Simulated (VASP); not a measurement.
Set up this calculation in VASP 6.6.1, as the native input.

```
Task                   : single point
Functional             : PBE
Potentials or basis    : VASP PAW PBE potentials, release 64 (Cu_sv_GW, O)
Cutoff                 : 820 eV
k mesh                 : 10 × 10 × 5
Occupations            : gaussian, width 0.015 eV
Spin                   : no spin polarisation
Dipole correction      : no
Further INCAR settings : ALGO = Normal; EDIFF = 1e-06; NBANDS = 33
```

The structure of CuO lies in POSCAR:

```
CuO
1.0
    2.3418500000     -1.7113000000      0.0000000000
    2.3418500000      1.7113000000      0.0000000000
   -0.8500274268      0.0000000000      5.0578693947
Cu O
2 2
Direct
    0.5000000000      0.0000000000      0.5000000000
    0.0000000000      0.5000000000      0.0000000000
    0.4184000000      0.5816000000      0.7500000000
    0.5816000000      0.4184000000      0.2500000000
```

One way to write it, as run:

INCAR

```
PREC = Accurate
ENCUT = 820
EDIFF = 1E-6
ISMEAR = 0
SIGMA = 0.015
LREAL = False
LASPH = True
NELM = 120
ALGO = Normal
ISIF = 2
LWAVE = False
LCHARG = True
GGA = PE
LELF = True
LVHAR = True
NBANDS = 33
GGA_COMPAT = False
```

KPOINTS

```
regular mesh
0
Gamma
  10 10 5
```

Potentials or basis: VASP PAW PBE potentials, release 64 (Cu_sv_GW, O).

Launch:

```console
$ cat potpaw_PBE.64/Cu_sv_GW/POTCAR potpaw_PBE.64/O/POTCAR > POTCAR
$ mpirun -np 1 vasp_std > vasp.out
```

Results of the run:

| Quantity | Value |
| --- | --- |
| Pressure | 4.8 GPa |
| Largest force | 0.254 eV/Å |
| Band gap on the k mesh | zero (bands 25 and 26 overlap by 0.60 eV) |

Caveat: the cell stands under pressure; semilocal functionals often make such compounds metallic where correlation or magnetic order opens a gap, which also shifts bond lengths.

It took 4.5 min on 1 thread of Intel(R) Xeon(R) Platinum 8559C (Emerald Rapids), with other jobs on the host, peak memory 0.46 GiB.
